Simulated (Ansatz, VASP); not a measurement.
# Al: VASP beside Ansatz

```
Al
1.0
     0.00000    1.99369    1.99369
     1.99369    0.00000    1.99369
     1.99369    1.99369    0.00000
Al
1
Direct
  0.00000 0.00000 0.00000
```

Alike in both runs: functional r2SCAN; dispersion rVV10; k mesh 18 × 18 × 18; occupations gaussian, width 0.1 eV; no spin polarisation.

Ansatz relaxed the structure, and its values are those at the end. VASP's run is a single point on that final structure, the one shown.

```csv
,VASP,Ansatz
version,VASP 6.6.1,Ansatz 0.2.0
potentials or method,"VASP PAW PBE potentials, release 64 (Al), cutoff 550 eV","scalar-relativistic, plane waves, PAW"
valence electrons in the cell,3,3
```

```tsv
	VASP	Ansatz	Ansatz less VASP
gap on the k mesh at the Fermi level (eV)	none	none	-
pressure (GPa)	-0.3	0.0	+0.28
```

VASP's potentials were made for PBE, not for r2SCAN. A gap of «none» marks a metal or a gap that the smearing closes.
